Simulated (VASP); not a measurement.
## In2BiSb: single point with PBE

In2BiSb:

```xyz
4
Lattice="4.7787 0.0000 0.0000 0.0000 4.7787 0.0000 0.0000 0.0000 6.7246" Properties=species:S:1:pos:R:3 pbc="T T T"
Sb    0.0000    0.0000    0.0000
In    0.0000    2.3893    5.0897
In    2.3893    0.0000    1.6349
Bi    2.3893    2.3893    3.3623
```

```
Program                : VASP 6.6.1
Task                   : single point
Functional             : PBE
Potentials or basis    : VASP PAW PBE potentials, release 64 (Sb, In_d, Bi_d)
Cutoff                 : 520 eV
k mesh                 : 4 × 4 × 4
Occupations            : fermi-dirac, width 0.02 eV
Spin                   : no spin polarisation
Dipole correction      : no
Further INCAR settings : ALGO = Normal; EDIFF = 1e-07; NBANDS = 31
```

| Property | Result |
| --- | --- |
| Pressure | 0.1 GPa |
| Band gap on the k mesh | zero (band 23 reaches 4.28 eV, above the bottom of band 24 at 4.21 eV) |

Forces on the atoms (eV/Å):
```
Sb   0.000  0.000  0.000
In   0.000  0.000  0.003
In   0.000  0.000 -0.003
Bi   0.000  0.000  0.000
```

Stress tensor (GPa, compression positive):
```
 0.23  0.00  0.00
 0.00  0.23  0.00
 0.00  0.00 -0.22
```

Levels at points of the mesh, in eV from the Fermi level:
| k point | band 19 | band 20 | band 21 | band 22 | band 23 | band 24 | band 25 | band 26 | band 27 | band 28 |
| --- | --- | --- | --- | --- | --- | --- | --- | --- | --- | --- |
| (0.00, 0.00, 0.00) | -2.00 | -2.00 | -1.33 | 0.04 | 0.04 | 0.04 | 1.28 | 1.34 | 2.93 | 2.93 |
| (0.50, 0.00, 0.00) | -4.67 | -2.39 | -2.36 | -1.11 | -0.73 | 1.60 | 1.70 | 4.25 | 4.26 | 4.32 |
| (0.50, 0.50, 0.00) | -5.57 | -2.07 | -1.95 | -1.95 | -1.85 | 1.12 | 1.34 | 1.34 | 1.61 | 7.31 |
| (0.00, 0.00, 0.50) | -3.64 | -1.42 | -1.42 | -1.05 | -1.05 | 1.35 | 1.70 | 2.08 | 2.18 | 4.99 |
| (0.50, 0.00, 0.50) | -5.17 | -1.08 | -0.87 | -0.82 | -0.67 | -0.03 | 0.26 | 3.65 | 3.71 | 3.79 |
| (0.50, 0.50, 0.50) | -5.49 | -2.48 | -2.48 | -2.40 | -2.30 | 3.17 | 3.17 | 3.57 | 3.92 | 3.95 |

It took 57 s on 1 thread of Intel(R) Xeon(R) Platinum 8375C CPU @ 2.90GHz (Ice Lake), with other jobs on the host, peak memory 0.29 GiB.

Caveat: spin-orbit coupling is left out, which moves the levels of the heavy elements.
